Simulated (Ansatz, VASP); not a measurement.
This is a calculation of SiC for Ansatz 0.2.0.

File input.yaml:

```yaml
crystal:
  lattice:
    - [0.0, 2.179, 2.179]
    - [2.179, 0.0, 2.179]
    - [2.179, 2.179, 0.0]
  atoms:
    - { symbol: Si, position: [0.0, 0.0, 0.0] }
    - { symbol: C, position: [0.75, 0.75, 0.75] }
kpoints:
  mp_grid: { grid: [10, 10, 10] }
scf:
  occupations: { method: fermi_dirac, width: 0.05 }
hamiltonian:
  xc: pbesol
  pseudopotentials: { kind: all_electron, lapw: { basis_error: 0.001 } }
output:
  forces: true
  stress: true
relax:
  f_tol: 0.02
  max_steps: 60
  cell: {}
```

Potentials or basis: all-electron LAPW, scalar-relativistic.

Command:

```console
$ ansatz run input.yaml --threads 1 --pin off --max-ram 3072MiB --backend cpu --events-out ev --progress --plain --runs-dir out
```

Q: Set up the same calculation for VASP 6.6.1. Potentials there: VASP PAW PBE potentials, release 64 (Si, C).

A: As run (the cutoff follows the program's own potentials):

File INCAR:

```
PREC = Accurate
ENCUT = 600
EDIFF = 1E-7
ISMEAR = -1
SIGMA = 0.05
LREAL = F
LASPH = T
NELM = 120
ALGO = Normal
ISIF = 3
LWAVE = F
LCHARG = F
GGA = PS
IBRION = 2
NSW = 80
EDIFFG = -0.02
GGA_COMPAT = F
NELMIN = 4
```

KPOINTS

```
Automatic mesh
0
Gamma
  10 10 10
```

The input POSCAR:

```
SiC
1.0
    0.0000000000      2.1790000000      2.1790000000
    2.1790000000      0.0000000000      2.1790000000
    2.1790000000      2.1790000000      0.0000000000
Si C
1 1
Direct
    0.0000000000      0.0000000000      0.0000000000
    0.7500000000      0.7500000000      0.7500000000
```

Potentials or basis: VASP PAW PBE potentials, release 64 (Si, C).

Command:

```console
$ cat potpaw_PBE.64/Si/POTCAR potpaw_PBE.64/C/POTCAR > POTCAR
$ mpirun -np 1 vasp_std > vasp.out
```

Both were run:

|  | VASP | Ansatz | Ansatz less VASP |
| --- | --- | --- | --- |
| relaxed volume (Å³/atom) | 10.35 | 10.34 | -0.011 |
| relaxed cell length with the largest relative difference (Å) | 3.082 | 3.081 | -0.0011 |

VASP's potentials were made for PBE, not for PBEsol. Ansatz ran all-electron here, and VASP with PAW potentials.

Noted on VASP's run: the relaxation stopped at its first step, so nothing moved.
